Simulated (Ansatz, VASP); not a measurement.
## Two plane-wave programs on Ru

Contents of INCAR:

```
ALGO = Normal
EDIFF = 1E-7
ENCUT = 520
GGA = RP
ISIF = 2
ISMEAR = -1
LASPH = True
LCHARG = False
LREAL = False
LWAVE = False
NBANDS = 13
NELM = 60
PREC = Accurate
SIGMA = 0.1
```

Contents of KPOINTS:

```
k-points
0
Gamma
  14 14 14
```

File POSCAR:

```
Ru
1.0
    2.4924494828      0.0000000000      0.0000000000
    0.0000000000      2.4924494828      0.0000000000
    0.0000000000      0.0000000000      2.4924494828
Ru
1
Direct
    0.0000000000      0.0000000000      0.0000000000
```

Input for Ansatz:

```yaml
crystal:
  lattice:
    - [2.4924494828, 0.0, 0.0]
    - [0.0, 2.4924494828, 0.0]
    - [0.0, 0.0, 2.4924494828]
  atoms:
    - { symbol: Ru, position: [0.0, 0.0, 0.0] }
hamiltonian:
  xc: rpbe
  pseudopotentials:
    kind: paw
    azcp:
      Ru: "pseudopotentials/Ru.paw.azcp"
basis:
  ecutwfc: 420
  fft_grid_basis: typed
kpoints:
  mp_grid: { grid: [14, 14, 14], shift: [0, 0, 0] }
magnetization:
  spin_polarized: false
scf:
  occupations: { method: fermi_dirac, width: 0.1 }
  lower_state_search: "off"
output:
  stress: true
```

Alike in both runs: task single point; functional RPBE; k mesh 14 × 14 × 14; occupations fermi-dirac, width 0.1 eV; no spin polarisation.

|  | VASP | Ansatz |
| --- | --- | --- |
| version | VASP 6.6.1 | Ansatz 0.2.0 |
| potentials or method | VASP PAW PBE potentials, release 64 (Ru_pv), cutoff 520 eV | plane waves (420 eV) with PAW, scalar-relativistic |
| valence electrons in the cell | 14 | 16 |

Ansatz gave:

| Item | Value |
| --- | --- |
| pressure (GPa) | 9.4 |

Task: What did VASP give for the same quantities?

Result: Pressure (GPa): 9.5.

VASP's potentials were made for PBE, not for RPBE. The functional is the same, so the differences come from potentials, cutoffs and numerics. VASP's potentials hold 14 valence electrons a cell and Ansatz's 16, so a difference there can come from the potentials and not from the codes.
